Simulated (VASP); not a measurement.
**HfSb3Pb2: single point with PBE**

Crystal: HfSb3Pb2.

```
Hf Sb Pb
1.0
     4.19292   -2.47334   -0.03595
     4.19292    2.47334   -0.03595
    -2.74794    0.00000    8.90328
Hf Sb Pb
1 3 2
Direct
  0.50000 0.50000 0.50000
  0.00000 0.00000 0.00000
  0.39032 0.39032 0.16684
  0.60968 0.60968 0.83316
  0.79699 0.79699 0.37208
  0.20301 0.20301 0.62792
```

* Program: VASP 6.6.1
* Task: single point
* Functional: PBE
* Potentials or basis: VASP PAW PBE potentials, release 64 (Hf_pv, Sb, Pb_d)
* Cutoff: 520 eV
* k mesh: 4 × 4 × 2
* Occupations: gaussian, width 0.1 eV
* Spin: no spin polarisation
* Dipole correction: no
* Further INCAR settings: ALGO = Normal; EDIFF = 1e-06; NBANDS = 36

| Item | Value |
| --- | --- |
| Pressure | -0.1 GPa |
| Largest force | 0.021 eV/Å |
| Band gap on the k mesh | zero (an odd number of electrons rules out a gap without spin polarisation) |

Forces in eV/Å, atoms in the order of the input:
```
Hf   0.000  0.000  0.000
Sb   0.000  0.000  0.000
Sb  -0.021  0.000 -0.004
Sb   0.021  0.000  0.004
Pb   0.008  0.000 -0.003
Pb  -0.008  0.000  0.003
```

Stress tensor (GPa, compression positive):
```
-0.06  0.00 -0.02
 0.00 -0.18  0.00
-0.02  0.00 -0.11
```

Levels at points of the mesh, in eV from the Fermi level:
```
           k point  band 24  band 25  band 26  band 27  band 28  band 29
(0.00, 0.00, 0.00)    -1.05    -1.04    -0.62    -0.52    -0.17    -0.02
(0.50, 0.00, 0.00)    -1.90    -1.15    -0.86     0.05     0.83     0.88
(0.50, 0.50, 0.00)    -2.26    -1.08    -0.98     0.00     0.55     0.74
(0.00, 0.00, 0.50)    -1.47    -1.38    -1.10    -1.08     0.26     0.31
(0.50, 0.00, 0.50)    -2.12    -0.94    -0.83    -0.10     0.58     0.76
(0.50, 0.50, 0.50)    -1.83    -1.07    -0.97     0.01     0.61     0.90
```

It took 2.5 min on 1 thread of Oxide Virtual Turin-like Processor (shared host), peak memory 0.29 GiB.

Caveat: the k points lie up to 0.37 Å⁻¹ apart, too coarse for converged energies and pressures of a metal; spin-orbit coupling is left out, which moves the levels of the heavy elements; an odd number of electrons without spin polarisation forces a metal; a magnetic or distorted state may lie lower.
